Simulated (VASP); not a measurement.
# Cu (I4mm) in VASP: single point with PBEsol

Aim: the single point of Cu with PBEsol.

Program: VASP 6.6.1. These are calculated values, not measurements. Logs are shortened: lines on timing, memory, paths and dates and some standing lists are left out, and cuts for length are marked.

**1. The cell of the first run**

It takes space group I4mm (No. 107, tetragonal). Conventional cell: a = 5.112 Å, b = 5.112 Å, c = 7.230 Å, α = 90.00°, β = 90.00°, γ = 90.00°. Cu (site symmetry 4mm) has 12 Cu at 2.32 to 2.82 Å within 3.1 Å. Cu (site symmetry m) has 12 Cu at 2.32 to 2.82 Å within 3.1 Å. Within 3.4 Å of Cu (site symmetry 2mm) lie 12 Cu at 2.56 to 2.58 Å. Within 3.4 Å of Cu (site symmetry 4mm) lie 13 Cu at 2.56 to 3.26 Å.

**2. Single point, PBEsol (atom 1 (Cu) moved -0.360 Å towards its neighbour atom 8 (Cu) at 3.615 Å)**

INCAR reads:

```
PREC = Accurate
ENCUT = 520
EDIFF = 1E-6
ISMEAR = 0
SIGMA = 0.15
LREAL = False
LASPH = True
NELM = 80
ALGO = Fast
ISIF = 2
LWAVE = False
LCHARG = True
GGA = PS
LELF = True
LVHAR = True
NBANDS = 54
```

KPOINTS reads:

```
regular mesh
0
Gamma
  12 12 12
```

POSCAR reads:

```
Cu
1.0
    3.6150000000      0.0000000000      3.6150000000
    0.0000000000     -3.6150000000      3.6150000000
    3.6150000000     -3.6150000000      0.0000000000
Cu
8
Direct
    0.0497925311      0.0497925311      0.4502074689
    0.0000000000      0.5000000000      0.5000000000
    0.5000000000      0.0000000000      0.5000000000
    0.5000000000      0.5000000000      0.5000000000
    0.0000000000      0.0000000000      0.0000000000
    0.0000000000      0.5000000000      0.0000000000
    0.5000000000      0.0000000000      0.0000000000
    0.5000000000      0.5000000000      0.0000000000
```

Potentials or basis: VASP PAW PBE potentials, release 64 (Cu).

On the command line:

```console
$ cat potpaw_PBE.64/Cu/POTCAR > POTCAR
$ mpirun -np 1 vasp_std > vasp.out
```

OUTCAR:

```text
PREC = Accurate
   ENCUT = 520
   EDIFF = 1E-6
   ISMEAR = 0
   LREAL = False
   LASPH = True
   NELM = 80
   ISIF = 2
   GGA = PS

 ion  position               nearest neighbor table
   1  0.050  0.050  0.450-   2 2.32   3 2.32   6 2.32   7 2.32   5 2.58   5 2.58   4 2.58   4 2.58

   2  0.000  0.500  0.500-   1 2.32   4 2.56   6 2.56   5 2.56   6 2.56   8 2.56   3 2.56   5 2.56
                             3 2.56   4 2.56   8 2.56
   3  0.500  0.000  0.500-   1 2.32   4 2.56   7 2.56   5 2.56   7 2.56   8 2.56   2 2.56   4 2.56
                             8 2.56   2 2.56   5 2.56
   4  0.500  0.500  0.500-   2 2.56   3 2.56   8 2.56   6 2.56   7 2.56   8 2.56   3 2.56   7 2.56
                             2 2.56   6 2.56   1 2.58   1 2.58
   5  0.000  0.000  0.000-   6 2.56   7 2.56   2 2.56   3 2.56   2 2.56   6 2.56   8 2.56   3 2.56
                             7 2.56   8 2.56   1 2.58   1 2.58
   6  0.000  0.500  0.000-   1 2.32   2 2.56   5 2.56   8 2.56   2 2.56   4 2.56   5 2.56   7 2.56
                             4 2.56   7 2.56   8 2.56
   7  0.500  0.000  0.000-   1 2.32   3 2.56   5 2.56   8 2.56   3 2.56   4 2.56   4 2.56   6 2.56
                             8 2.56   5 2.56   6 2.56
   8  0.500  0.500  0.000-   4 2.56   6 2.56   7 2.56   2 2.56   3 2.56   4 2.56   3 2.56   5 2.56
                             7 2.56   2 2.56   5 2.56   6 2.56

  LATTYP: Found a face centered cubic cell.
 ALAT       =     7.2300000000

  Lattice vectors:

 A1 = (   3.6150000000,   0.0000000000,   3.6150000000)
 A2 = (   0.0000000000,  -3.6150000000,   3.6150000000)
 A3 = (   3.6150000000,  -3.6150000000,   0.0000000000)

Analysis of symmetry for initial positions (statically):
=====================================================================
 Subroutine PRICEL returns:
 Original cell was already a primitive cell.

 Routine SETGRP: Setting up the symmetry group for a
 face centered cubic supercell.

 Subroutine GETGRP returns: Found  8 space group operations
 (whereof  4 operations were pure point group operations)
 out of a pool of 48 trial point group operations.

The static configuration has the point symmetry C_2v.
 The point group associated with its full space group is C_4v.

Analysis of symmetry for dynamics (positions and initial velocities):
=====================================================================
 Subroutine PRICEL returns:
 Original cell was already a primitive cell.

[... 126 lines left out ...]
   ISIF   =      2    stress and relaxation
   ISYM   =      2    0-nonsym 1-usesym 2-fastsym
   POTIM  = 0.5000    time-step for ionic-motion
   TEBEG  =    0.0;   TEEND  =   0.0 temperature during run
   PSTRESS=    0.0 pullay stress
   NELECT =      88.0000    total number of electrons
   NUPDOWN=      -1.0000    fix difference up-down
   EMIN   =  10.00;   EMAX   =-10.00  energy-range for DOS
   EFERMI =   0.00;   METHOD = LEGACY
   ISMEAR =     0;   SIGMA  =   0.15  broadening in eV -4-tet -1-fermi 0-gaus
   EFERMI_NEDOS =   21; number of points for ismear=-14 and -15
   IALGO  =     68    algorithm
   IMIX   =      4    mixing-type and parameters
     AMIX     =   0.40;   BMIX     =  1.00
     AMIX_MAG =   1.60;   BMIX_MAG =  1.00
  volume/ion in A,a.u.               =      11.81        79.70
  Fermi-wavevector in a.u.,A,eV,Ry     =   1.598763  3.021224 34.777078  2.556043
  Thomas-Fermi vector in A             =   2.696162
   LORBIT       =      0    0 simple, 1 ext, 2 COOP (PROOUT), +10 PAW based schemes
   GGA     = PS    functional components
   LHFCALC =     F    Hartree Fock is set to
   AEXX    =    0.0000 exact exchange contribution
   IVDW    =     0    specifies the selected vdW correction
   LEPSILON=     F    determine dielectric tensor
   LRPA    =     F    only Hartree local field effects (RPA)
 non-spin polarized calculation
 RMM-DIIS sequential band-by-band and
 Gauss-broadening in eV      SIGMA  =   0.15
  energy-cutoff  :      520.00
  volume of cell :       94.48
 maximum number of plane-waves:      2637
 NGX is ok and might be reduce to    40
   NGX = 19   NGY = 19   NGZ = 19

 number of electron      88.0000012 magnetization

 Free energy of the ion-electron system (eV)
  ---------------------------------------------------
  ext. energy  EPLUGINS =         0.00000000
  ---------------------------------------------------
  free energy    TOTEN  =       -33.98396128 eV

  energy without entropy =      -33.96204889  energy(sigma->0) =      -33.97300509

 E-fermi :   7.4061     XC(G=0): -12.8949

 val. band max:        7.4057887463   @ k =   0.0000  -0.4167   0.2500
 cond. band min:       7.4076112742   @ k =   0.0000  -0.3333   0.2500
 fundamental gap:      0.0018225279
 Fermi energy:         7.4060567057

 k-point     1 :       0.0000    0.0000    0.0000
  band No.  band energies     occupation
      1      -1.9973      2.00000
      2       2.2740      2.00000
      3       2.2754      2.00000
      4       2.2754      2.00000
      5       2.3050      2.00000
      6       2.4308      2.00000
[... 1357 lines left out ...]
     53      15.2931      0.00000
     54      16.0860      0.00000

 [... further k-points ...]

------------------------ aborting loop because EDIFF is reached ----------------------------------------

  FORCE on cell =-STRESS in cart. coord.  units (eV):
  Direction    XX          YY          ZZ          XY          YZ          ZX
  --------------------------------------------------------------------------------------
  -------------------------------------------------------------------------------------
  Total       -1.6994267     -1.6994267     -1.9115154      0.0000000      0.0000000      0.0000000
  in kB      -28.8176200    -28.8176200    -32.4140645      0.0000000      0.0000000      0.0000000
  external PRESSURE =     -30.0164349 kB  Pullay stress =       0.0000000 kB

 VOLUME and BASIS-vectors are now :
 -----------------------------------------------------------------------------
  energy-cutoff  :      520.00
  volume of cell :       94.48
      direct lattice vectors                 reciprocal lattice vectors
     3.615000000  0.000000000  3.615000000     0.138312586  0.138312586  0.138312586
     0.000000000 -3.615000000  3.615000000    -0.138312586 -0.138312586  0.138312586
     3.615000000 -3.615000000  0.000000000     0.138312586 -0.138312586 -0.138312586

 POSITION                                       TOTAL-FORCE (eV/Angst)
 -----------------------------------------------------------------------------------
      1.80750     -1.80750      0.36000         0.000000      0.000000     -2.562359
      1.80750     -3.61500      1.80750         0.000000     -0.767785      0.636987
      3.61500     -1.80750      1.80750         0.767785      0.000000      0.636987
      3.61500     -3.61500      3.61500         0.000000      0.000000      0.012570
      0.00000      0.00000      0.00000         0.000000      0.000000      0.012570
      0.00000     -1.80750      1.80750        -0.767785      0.000000      0.636987
      1.80750      0.00000      1.80750         0.000000      0.767785      0.636987
      1.80750     -1.80750      3.61500         0.000000      0.000000     -0.010728
 -----------------------------------------------------------------------------------
    total drift:                                0.000000     -0.000000      0.000066

  FREE ENERGIE OF THE ION-ELECTRON SYSTEM (eV)
  ---------------------------------------------------
  free  energy   TOTEN  =       -33.9839612772 eV

  energy  without entropy=      -33.9620488939  energy(sigma->0) =      -33.97300509
```

OSZICAR:

```text
N       E                     dE             d eps       ncg     rms          rms(c)
DAV:   1     0.817039053917E+03    0.81704E+03   -0.37652E+04 17996   0.292E+03
DAV:   2     0.762254515066E+02   -0.74081E+03   -0.72078E+03 17604   0.513E+02
DAV:   3    -0.374982373735E+02   -0.11372E+03   -0.10677E+03 17858   0.247E+02
DAV:   4    -0.424594315864E+02   -0.49612E+01   -0.49040E+01 19578   0.731E+01
DAV:   5    -0.425385545583E+02   -0.79123E-01   -0.79098E-01 20310   0.997E+00    0.236E+01
RMM:   6    -0.368644109552E+02    0.56741E+01   -0.84128E+01 18593   0.107E+02    0.125E+01
RMM:   7    -0.339885415608E+02    0.28759E+01   -0.17663E+01 18239   0.530E+01    0.234E+00
RMM:   8    -0.339884065288E+02    0.13503E-03   -0.87206E-01 19251   0.541E+00    0.111E+00
RMM:   9    -0.339813667018E+02    0.70398E-02   -0.20328E-01 19507   0.420E+00    0.255E-01
RMM:  10    -0.339849020717E+02   -0.35354E-02   -0.61711E-02 21841   0.178E+00    0.108E-01
RMM:  11    -0.339849474351E+02   -0.45363E-04   -0.97411E-03 21152   0.682E-01    0.120E-01
RMM:  12    -0.339844589658E+02    0.48847E-03   -0.36122E-03 19406   0.602E-01    0.166E-01
RMM:  13    -0.339839355877E+02    0.52338E-03   -0.11475E-03 19405   0.303E-01    0.421E-02
RMM:  14    -0.339839609699E+02   -0.25382E-04   -0.51065E-04 22575   0.132E-01    0.253E-02
RMM:  15    -0.339839736918E+02   -0.12722E-04   -0.75239E-05 21968   0.589E-02    0.265E-02
RMM:  16    -0.339839661622E+02    0.75296E-05   -0.25782E-05 20488   0.356E-02    0.147E-02
RMM:  17    -0.339839611726E+02    0.49896E-05   -0.15556E-05 19594   0.347E-02    0.178E-03
RMM:  18    -0.339839612772E+02   -0.10458E-06   -0.36718E-06 13418   0.133E-02
   1 F= -.33983961E+02 E0= -.33973005E+02  d E =-.219124E-01
```

stdout:

```text
POSCAR found type information on POSCAR Cu
 POSCAR found :  1 types and       8 ions
 scaLAPACK will be used
 -----------------------------------------------------------------------------
|                                                                             |
|                                                                             |
|     You enforced a specific xc type in the INCAR file but a different       |
|     I HOPE YOU KNOW WHAT YOU ARE DOING!                                     |
|                                                                             |
 -----------------------------------------------------------------------------

 LDA part: xc-table for (Slater+PW92), standard interpolation
 POSCAR, INCAR and KPOINTS ok, starting setup
 FFT: planning ... GRIDC
 FFT: planning ... GRID_SOFT
 FFT: planning ... GRID
 WAVECAR not read
 entering main loop
```

It took 34 min on 1 thread of Intel Xeon 8259CL, shared host; peak memory 0.65 GiB.

Results:

```yaml
Free_energy: -33.9840 eV
Pressure: -3.0 GPa
Largest_force: 2.562 eV/Å
Band_gap_on_the_k_mesh: zero (bands 44 and 45 overlap by 1.71 eV)
```

Forces in eV/Å, atoms in the order of the input:
```
Cu   0.000  0.000 -2.562
Cu   0.000 -0.768  0.637
Cu   0.768  0.000  0.637
Cu   0.000  0.000  0.013
Cu   0.000  0.000  0.013
Cu  -0.768  0.000  0.637
Cu   0.000  0.768  0.637
Cu   0.000  0.000 -0.011
```

Caveat: the cell differs from its parent crystal (atom 1 (Cu) moved -0.360 Å towards its neighbour atom 8 (Cu) at 3.615 Å); the cell stands under tension; the PAW data sets were made with another functional, which shifts forces and pressure a little.
